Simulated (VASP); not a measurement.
Runs of VASP 6.6.1 on HfF5. The structure is that of space group P6/mmm (No. 191), or close to it. The cells are those of the table. The cell was generated, and may not be a known phase.

| task | cell | k mesh | cutoff (eV) | gap on the mesh (eV) | pressure (GPa) | relaxed volume (Å³/atom) |
| --- | --- | --- | --- | --- | --- | --- |
| single point | a = 4.275, b = 4.275, c = 5.124 Å, angles 90.0, 90.0, 120.0°, 6 atoms | 6 × 6 × 4 | 520 | none | (b) | - |
| relaxation of cell and atoms | relaxed from a = 4.275, b = 4.275, c = 5.124 Å, angles 90.0, 90.0, 120.0°, 6 atoms | 12 × 12 × 8 | 600 | none | 0.0 | (a) |
| single point | a = 4.276, b = 4.276, c = 5.126 Å, angles 90.0, 90.0, 120.0°, 6 atoms | 12 × 12 × 8 | 520 | none | -1.7 | - |
| single point | a = 4.161, b = 4.161, c = 5.259 Å, angles 90.0, 90.0, 120.0°, 6 atoms | 6 × 6 × 4 | 520 | none | 7.1 | - |
| relaxation of cell and atoms | relaxed from a = 4.161, b = 4.161, c = 5.259 Å, angles 90.0, 90.0, 120.0°, 6 atoms | 6 × 6 × 4 | 600 | none | 0.0 | 13.28 |

Alike in all rows: level PBE; potentials or basis VASP PAW PBE potentials, release 64 (Hf_pv, F); no spin polarisation; smearing gaussian 0.1 eV.

Problem. Estimate the missing entries.

Solution. (a) 13.24; (b) -1.6.

Caveats: spin-orbit coupling is left out, which moves the levels of the heavy elements; an odd number of electrons without spin polarisation forces a metal; a magnetic or distorted state may lie lower; the stress differs along the axes, from -3 to 12 GPa (at least some runs).

A k mesh can miss the band edges, and the runs leave out spin-orbit coupling on Hf.

A gap of «none» marks levels without a gap at the run's occupations.
